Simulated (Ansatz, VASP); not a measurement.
Two plane-wave programs on HfS2

```
CELL_PARAMETERS angstrom
3.60586 0.00000 0.00000
-1.80293 3.12277 0.00000
0.00000 0.00000 5.77039
ATOMIC_POSITIONS crystal
Hf 0.00000 0.00000 0.00000
S 0.66667 0.33333 0.74761
S 0.33333 0.66667 0.25239
```

Alike in both runs: task single point; functional PBE; dispersion D3(BJ); k mesh 12 × 12 × 6; occupations gaussian, width 0.02 eV; non-collinear spin, spin-orbit coupling.

|  | VASP | Ansatz |
| --- | --- | --- |
| version | VASP 6.6.1 | Ansatz 0.2.0 |
| potentials or method | VASP PAW PBE potentials, release 64 (Hf_pv, S), cutoff 500 eV | plane waves, PAW |
| valence electrons in the cell | 22 | 38 |

|  | VASP | Ansatz | Ansatz less VASP |
| --- | --- | --- | --- |
| pressure (GPa) | -0.6 | -0.2 | +0.45 |
| traceless stress, the component that is largest in VASP (GPa) | 0.08 | 0.04 | -0.036 |
| rms of the force components (eV/Å) | 0.029 | 0.006 | -0.0230 |

Atom by atom the forces differ by 0.023 eV/Å (rms over components). VASP's potentials hold 22 valence electrons a cell and Ansatz's 38, so a difference there can come from the potentials and not from the codes.
